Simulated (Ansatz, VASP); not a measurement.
InP: VASP beside Ansatz

```
In P
1.0
     0.00000    2.90980    2.95682
     2.90980    0.00000    2.95682
     2.90980    2.90980    0.00000
In P
1 1
Direct
  0.00000 0.00000 0.00000
  0.25000 0.25000 0.25000
```

Change from the starting cell: strained cell.

Alike in both runs: task relaxation of the atoms; functional PBEsol; k mesh 10 × 10 × 10; occupations gaussian, width 0.02 eV; no spin polarisation.

|  | VASP | Ansatz |
| --- | --- | --- |
| version | VASP 6.6.1 | Ansatz 0.2.0 |
| potentials or method | VASP PAW PBE potentials, release 64 (In_d, P), cutoff 450 eV | scalar-relativistic, plane waves, PAW |
| valence electrons in the cell | 18 | 18 |

|  | VASP | Ansatz | Ansatz less VASP |
| --- | --- | --- | --- |
| gap on the k mesh at the Fermi level, each at its own relaxed structure (eV) | 0.62 | 0.62 | +0.001 |

VASP's potentials were made for PBE, not for PBEsol. Ansatz's warnings: stress scf threshold loose.

Noted on VASP's run: the relaxation stopped at its first step, so nothing moved.
